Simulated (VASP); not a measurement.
# S (Fmmm) in VASP: relaxation of cell and atoms with PBE

Aim: the relaxation of cell and atoms of S with PBE.

All numbers are computed with VASP 6.6.1; they aren't measurements. Logs are shortened: lines on timing, memory, paths and dates and some standing lists are left out, and cuts for length are marked.

**1. The cell of the first run**

It takes space group Fmmm (No. 69, orthorhombic). The conventional cell has a = 2.276 Å, b = 4.957 Å, c = 8.993 Å, α = 90.00°, β = 90.00°, γ = 90.00°. Within 3.0 Å of S (site symmetry mmm) lie 6 S at 2.28 to 2.73 Å.

The cell was built from a structure type or drawn by symmetry, and may not be a known phase.

**2. Relaxation of cell and atoms, PBE**

File INCAR:

```
SYSTEM = S
PREC = Accurate
ENCUT = 600
EDIFF = 1E-6
ISMEAR = 0
SIGMA = 0.1
LREAL = .FALSE.
LASPH = .TRUE.
NELM = 80
ALGO = Normal
ISIF = 3
LWAVE = .FALSE.
LCHARG = .FALSE.
GGA = PE
IBRION = 2
NSW = 100
EDIFFG = -0.01
```

File KPOINTS:

```
regular mesh
0
G
  26 26 26
  0 0 0
```

File POSCAR:

```
S
1.0
    0.0000000000      2.4783623472      4.4964024120
    1.1380390591      0.0000000000      4.4964024120
    1.1380390591      2.4783623472      0.0000000000
S
1
Direct
    0.5000000000      0.5000000000      0.5000000000
```

Potentials or basis: VASP PAW PBE potentials, release 64 (S).

The run is started by

```bash
cat potpaw_PBE.64/S/POTCAR > POTCAR
mpirun -np 1 vasp_std > vasp.out
```

OUTCAR:

```text
SYSTEM = S
   PREC = Accurate
   ENCUT = 600
   EDIFF = 1E-6
   ISMEAR = 0
   LREAL = .FALSE.
   LASPH = .TRUE.
   NELM = 80
   ISIF = 3
   GGA = PE
   IBRION = 2
   NSW = 100
   EDIFFG = -0.01

 ion  position               nearest neighbor table
   1  0.500  0.500  0.500-

  LATTYP: Found a face centered orthorhombic cell.
 ALAT       =     2.2760781182
 B/A-ratio  =     2.1777480548
 C/A-ratio  =     3.9510088657

  Lattice vectors:

 A1 = (   0.0000000000,   2.4783623472,   4.4964024120)
 A2 = (   1.1380390591,   0.0000000000,   4.4964024120)
 A3 = (   1.1380390591,   2.4783623472,   0.0000000000)

Analysis of symmetry for initial positions (statically):
=====================================================================
 Subroutine PRICEL returns:
 Original cell was already a primitive cell.

 Routine SETGRP: Setting up the symmetry group for a
 face centered orthorhombic supercell.

 Subroutine GETGRP returns: Found  8 space group operations
 (whereof  8 operations were pure point group operations)
 out of a pool of  8 trial point group operations.

The static configuration has the point symmetry D_2h.

Analysis of symmetry for dynamics (positions and initial velocities):
=====================================================================
 Subroutine PRICEL returns:
 Original cell was already a primitive cell.

 Routine SETGRP: Setting up the symmetry group for a
 face centered orthorhombic supercell.

 Subroutine GETGRP returns: Found  8 space group operations
 (whereof  8 operations were pure point group operations)
 out of a pool of  8 trial point group operations.

The dynamic configuration has the point symmetry D_2h.

 Subroutine INISYM returns: Found  8 space group operations
 (whereof  8 operations are pure point group operations),
 and found     1 'primitive' translations

----------------------------------------------------------------------------------------

                                     Primitive cell

  volume of cell :      25.3640

  direct lattice vectors                    reciprocal lattice vectors
     0.000000000  2.478362347  4.496402412    -0.439352231  0.201746125  0.111200012
     1.138039059  0.000000000  4.496402412     0.439352231 -0.201746125  0.111200012
     1.138039059  2.478362347  0.000000000     0.439352231  0.201746125 -0.111200012

  length of vectors
     5.134190742  4.638185804  2.727162046     0.496081974  0.496081974  0.496081974

  position of ions in fractional coordinates (direct lattice)
     0.500000000  0.500000000  0.500000000

  ion indices of the primitive-cell ions
   primitive index   ion index
                 1           1

----------------------------------------------------------------------------------------

 KPOINTS: regular mesh

Automatic generation of k-mesh.
 Grid dimensions read from file:
 generate k-points for:   26   26   26

 Generating k-lattice:

  Cartesian coordinates                     Fractional coordinates (reciprocal lattice)
    -0.016898163  0.007759466  0.004276924     0.038461538 -0.000000000  0.000000000
     0.016898163 -0.007759466  0.004276924    -0.000000000  0.038461538  0.000000000
     0.016898163  0.007759466 -0.004276924     0.000000000  0.000000000  0.038461538

  Length of vectors
     0.019080076  0.019080076  0.019080076

  Shift w.r.t. Gamma in fractional coordinates (k-lattice)
     0.000000000  0.000000000  0.000000000

 Subroutine IBZKPT returns following result:
 ===========================================

 Found   2471 irreducible k-points:

 Following reciprocal coordinates:
            Coordinates               Weight
  0.000000  0.000000  0.000000      1.000000
  0.038462 -0.000000  0.000000      8.000000
  0.076923 -0.000000  0.000000      8.000000
  0.115385 -0.000000 -0.000000      8.000000
  0.153846  0.000000  0.000000      8.000000
  0.192308  0.000000  0.000000      8.000000
[... 16 lines left out ...]
  0.346154  0.038462  0.000000      8.000000
  0.384615  0.038462  0.000000      8.000000
 [... further k-points ...]
   k-points           NKPTS =   2471   k-points in BZ     NKDIM =   2471   number of bands    NBANDS=      7
   number of dos      NEDOS =    301   number of ions     NIONS =      1
   total plane-waves  NPLWV =  40320
   dimension x,y,z NGX =    42 NGY =   40 NGZ =   24
   dimension x,y,z NGXF=    84 NGYF=   80 NGZF=   48
   ions per type =               1
   NGX,Y,Z   is equivalent  to a cutoff of  13.60, 14.34, 14.63 a.u.
   NGXF,Y,Z  is equivalent  to a cutoff of  27.20, 28.67, 29.26 a.u.
 SYSTEM =  S
   PREC   = accura    normal or accurate (medium, high low for compatibility)
   ISTART =      0    job   : 0-new  1-cont  2-samecut
   ICHARG =      2    charge: 1-file 2-atom 10-const
   ISPIN  =      1    spin polarized calculation?
   LNONCOLLINEAR =      F non collinear calculations
   LSORBIT =      F    spin-orbit coupling
   LASPH  =      T    aspherical Exc in radial PAW
   ENCUT  =  600.0 eV  44.10 Ry    6.64 a.u.  10.25  9.26  5.45*2*pi/ulx,y,z
   NELM   =     80;   NELMIN=  2; NELMDL= -5     # of ELM steps
   EDIFF  = 0.1E-05   stopping-criterion for ELM
   LREAL  =      F    real-space projection
   EDIFFG = -.1E-01   stopping-criterion for IOM
   NSW    =    100    number of steps for IOM
   IBRION =      2    ionic relax: 0-MD 1-quasi-New 2-CG
   NFREE  =      1    steps in history (QN), initial steepest desc. (CG)
   ISIF   =      3    stress and relaxation
   ISYM   =      2    0-nonsym 1-usesym 2-fastsym
   POTIM  = 0.5000    time-step for ionic-motion
   TEBEG  =    0.0;   TEEND  =   0.0 temperature during run
   PSTRESS=    0.0 pullay stress
   NELECT =       6.0000    total number of electrons
   NUPDOWN=      -1.0000    fix difference up-down
   EMIN   =  10.00;   EMAX   =-10.00  energy-range for DOS
   EFERMI =   0.00;   METHOD = LEGACY
   ISMEAR =     0;   SIGMA  =   0.10  broadening in eV -4-tet -1-fermi 0-gaus
   EFERMI_NEDOS =   21; number of points for ismear=-14 and -15
   IALGO  =     38    algorithm
   IMIX   =      4    mixing-type and parameters
     AMIX     =   0.40;   BMIX     =  1.00
     AMIX_MAG =   1.60;   BMIX_MAG =  1.00
  volume/ion in A,a.u.               =      25.36       171.16
  Fermi-wavevector in a.u.,A,eV,Ry     =   1.012479  1.913309 13.947530  1.025115
  Thomas-Fermi vector in A             =   2.145591
   LORBIT       =      0    0 simple, 1 ext, 2 COOP (PROOUT), +10 PAW based schemes
   GGA     = PE    functional components
   LHFCALC =     F    Hartree Fock is set to
   AEXX    =    0.0000 exact exchange contribution
   IVDW    =     0    specifies the selected vdW correction
   LEPSILON=     F    determine dielectric tensor
   LRPA    =     F    only Hartree local field effects (RPA)
 conjugate gradient relaxation of ions
 non-spin polarized calculation
 Gauss-broadening in eV      SIGMA  =   0.10
  energy-cutoff  :      600.00
  volume of cell :       25.36
 maximum number of plane-waves:       870
 NGX is ok and might be reduce to    42
   NGX = 21   NGY = 19   NGZ = 11

--------------------------------------- Ionic step        1  -------------------------------------------

 number of electron       6.0000000 magnetization

 Free energy of the ion-electron system (eV)
  ---------------------------------------------------
  ext. energy  EPLUGINS =         0.00000000
  ---------------------------------------------------
  free energy    TOTEN  =        -3.18074306 eV

  energy without entropy =       -3.17752110  energy(sigma->0) =       -3.17913208

------------------------ aborting loop because EDIFF is reached ----------------------------------------

  FORCE on cell =-STRESS in cart. coord.  units (eV):
  Direction    XX          YY          ZZ          XY          YZ          ZX
  --------------------------------------------------------------------------------------
  -------------------------------------------------------------------------------------
  Total       -0.1865930      0.5262525     -0.0007592      0.0000000      0.0000000      0.0000000
  in kB      -11.7866082     33.2420345     -0.0479564      0.0000000      0.0000000      0.0000000
  external PRESSURE =       7.1358233 kB  Pullay stress =       0.0000000 kB
[... 86 lines left out ...]
  FREE ENERGIE OF THE ION-ELECTRON SYSTEM (eV)
  ---------------------------------------------------
  free  energy   TOTEN  =        -3.1934960607 eV

  energy  without entropy=       -3.1884454549  energy(sigma->0) =       -3.19097076

 E-fermi :  -0.0110     XC(G=0):  -6.7193

 val. band max:       -0.0111898465   @ k =  -0.4231   0.0769   0.2308
 cond. band min:      -0.0107211897   @ k =  -0.4615   0.0385   0.2308
 fundamental gap:      0.0004686568
 Fermi energy:        -0.0110418890

 k-point     1 :       0.0000    0.0000    0.0000
  band No.  band energies     occupation
      1     -15.7747      2.00000
      2      -3.7382      2.00000
      3      -3.2856      2.00000
      4       3.4829      0.00000
      5       6.2931      0.00000
      6      10.6791      0.00000
      7      10.7749      0.00000
[... 221 lines left out ...]
 k-point    24 :       0.3846    0.0385    0.0000
  band No.  band energies     occupation
      1     -12.0163      2.00000
      2      -2.9136      2.00000
      3      -0.6788      2.00000
      4      -0.4638      2.00000
      5       8.7576      0.00000
      6      10.1005      0.00000
      7      10.9266      0.00000

 [... further k-points ...]

[... ionic steps 4 to 35 ...]

--------------------------------------- Ionic step       36  -------------------------------------------

 number of electron       6.0000000 magnetization

------------------------ aborting loop because EDIFF is reached ----------------------------------------

  FORCE on cell =-STRESS in cart. coord.  units (eV):
  Direction    XX          YY          ZZ          XY          YZ          ZX
  --------------------------------------------------------------------------------------
  -------------------------------------------------------------------------------------
  Total       -0.0092492      0.0215103      0.0049454      0.0000000      0.0000000      0.0000000
  in kB       -0.4434129      1.0312131      0.2370849      0.0000000      0.0000000      0.0000000
  external PRESSURE =       0.2749617 kB  Pullay stress =       0.0000000 kB
[... 55 lines left out ...]
  energy  without entropy=       -3.4250679725  energy(sigma->0) =       -3.42784167

--------------------------------------- Ionic step       38  -------------------------------------------

 number of electron       6.0000000 magnetization

 Free energy of the ion-electron system (eV)
  ---------------------------------------------------
  ext. energy  EPLUGINS =         0.00000000
  ---------------------------------------------------
  free energy    TOTEN  =        -3.43062695 eV

  energy without entropy =       -3.42507472  energy(sigma->0) =       -3.42785084

 E-fermi :   0.3877     XC(G=0):  -7.0236

 val. band max:        0.3875050081   @ k =  -0.3846   0.1154   0.2308
 cond. band min:       0.3877547707   @ k =   0.3462  -0.2308   0.3077
 fundamental gap:      0.0002497626
 Fermi energy:         0.3876709569

 k-point     1 :       0.0000    0.0000    0.0000
  band No.  band energies     occupation
      1     -15.4036      2.00000
      2      -3.1628      2.00000
      3      -2.9231      2.00000
      4       3.9077      0.00000
      5       6.7166      0.00000
      6      11.1873      0.00000
      7      11.3948      0.00000
[... 221 lines left out ...]
 k-point    24 :       0.3846    0.0385    0.0000
  band No.  band energies     occupation
      1     -11.6284      2.00000
      2      -2.5150      2.00000
      3      -0.2612      2.00000
      4      -0.0756      2.00000
      5       9.2829      0.00000
      6      10.5215      0.00000
      7      11.3859      0.00000

 [... further k-points ...]

------------------------ aborting loop because EDIFF is reached ----------------------------------------

  FORCE on cell =-STRESS in cart. coord.  units (eV):
  Direction    XX          YY          ZZ          XY          YZ          ZX
  --------------------------------------------------------------------------------------
  -------------------------------------------------------------------------------------
  Total        0.0058212     -0.0003049      0.0051779      0.0000000      0.0000000      0.0000000
  in kB        0.2776955     -0.0145466      0.2470085      0.0000000      0.0000000      0.0000000
  external PRESSURE =       0.1700525 kB  Pullay stress =       0.0000000 kB
[... 16 lines left out ...]
  FREE ENERGIE OF THE ION-ELECTRON SYSTEM (eV)
  ---------------------------------------------------
  free  energy   TOTEN  =        -3.4306269549 eV

  energy  without entropy=       -3.4250747245  energy(sigma->0) =       -3.42785084

 reached required accuracy - stopping structural energy minimisation
```

Wall time 1.9 h (1 thread of Intel Xeon 6975P-C (Granite Rapids), shared host); peak memory 0.63 GiB.

What came out:

```
Free energy                           : -3.4306 eV
Relaxed volume                        : 33.59 Å³/atom
Relaxed cell                          : a = 5.666 Å, b = 4.249 Å, c = 4.030 Å, α = 86.32°, β = 48.45°, γ = 45.22°
Space group after relaxing (to 0.1 Å) : Fmmm (No. 69)
Energy gained by relaxing             : 249.9 meV/atom
Ionic steps                           : 38
Pressure after relaxing               : 0.0 GPa
Band gap on the k mesh                : zero (bands 3 and 4 overlap by 2.76 eV)
```

The path:
| step | energy change (eV) | largest force (eV/Å) | pressure (GPa) | volume (Å³) |
| --- | --- | --- | --- | --- |
| 1 | 0.0000 | 0.0000 | 0.71 | 25.36 |
| 2 | -0.0101 | 0.0000 | 0.45 | 25.77 |
| 3 | -0.0128 | 0.0000 | 0.40 | 26.04 |
| 4 | -0.0227 | 0.0000 | 0.40 | 26.55 |
| 5 | -0.0689 | 0.0000 | 1.11 | 27.52 |
| 6 | -0.1717 | 0.0000 | 4.00 | 29.21 |
| 7 | -0.1676 | 0.0000 | 5.03 | 29.62 |
| 8 | -0.1700 | 0.0000 | 5.00 | 29.77 |
| 9 | -0.1756 | 0.0000 | 4.95 | 30.20 |
| 10 | -0.1806 | 0.0000 | 5.01 | 31.06 |
| 11 | -0.1915 | 0.0000 | 4.34 | 31.31 |
| 12 | -0.2160 | 0.0000 | 2.66 | 32.06 |
| 13 | -0.2384 | 0.0000 | 0.54 | 33.59 |
| 14 | -0.2401 | 0.0000 | 0.07 | 34.07 |
| 15 | -0.2401 | 0.0000 | -0.05 | 34.19 |
| 16 | -0.2404 | 0.0000 | -0.06 | 34.25 |
| 17 | -0.2413 | 0.0000 | -0.06 | 34.40 |
| 18 | -0.2429 | 0.0000 | -0.08 | 34.71 |
| 19 | -0.2456 | 0.0000 | -0.15 | 35.33 |
| 20 | -0.2478 | 0.0000 | -0.28 | 36.55 |
| 21 | -0.2477 | 0.0000 | 0.22 | 36.16 |
| 22 | -0.2480 | 0.0000 | -0.05 | 36.37 |
| 23 | -0.2481 | 0.0000 | -0.05 | 36.27 |
| 24 | -0.2484 | 0.0000 | -0.07 | 35.96 |
| 25 | -0.2488 | 0.0000 | -0.06 | 35.34 |
| 26 | -0.2491 | 0.0000 | -0.04 | 34.12 |
| 27 | -0.2491 | 0.0000 | -0.05 | 34.44 |
| 28 | -0.2491 | 0.0000 | 0.01 | 34.32 |
| 29 | -0.2492 | 0.0000 | 0.15 | 34.03 |
| 30 | -0.2493 | 0.0000 | 0.16 | 33.95 |
| 31 | -0.2494 | 0.0000 | 0.17 | 33.70 |
| 32 | -0.2496 | 0.0000 | 0.21 | 33.21 |
| 33 | -0.2497 | 0.0000 | 0.00 | 33.28 |
| 34 | -0.2497 | 0.0000 | 0.03 | 33.27 |
| 35 | -0.2497 | 0.0000 | 0.03 | 33.31 |
| 36 | -0.2498 | 0.0000 | 0.03 | 33.42 |
| 37 | -0.2499 | 0.0000 | 0.02 | 33.64 |
| 38 | -0.2499 | 0.0000 | 0.02 | 33.59 |

Final structure:
```xyz
1
Lattice="0.0000 3.8918 4.1180 1.0478 0.0000 4.1180 1.0478 3.8918 0.0000" Properties=species:S:1:pos:R:3 pbc="T T T"
S     1.0478    3.8918    4.1180
```

Levels at points of the mesh, in eV from the Fermi level:
```
           k point  band 1  band 2  band 3  band 4  band 5  band 6
(0.00, 0.00, 0.00)  -15.79   -3.55   -3.31    3.52    6.33   10.80
(0.50, 0.00, 0.00)   -8.24   -7.88    1.21    1.24    7.15    7.30
(0.50, 0.50, 0.00)  -15.71   -4.53   -3.22    5.52    7.80    8.98
(0.50, 0.00, 0.50)  -15.66   -4.66   -3.39    5.60    8.05    8.27
(0.00, 0.50, 0.50)  -15.58   -4.48   -4.26    4.85   10.75   10.92
```

Caveat: the volume moved by over 15 % at a fixed basis, so the end points are rough.
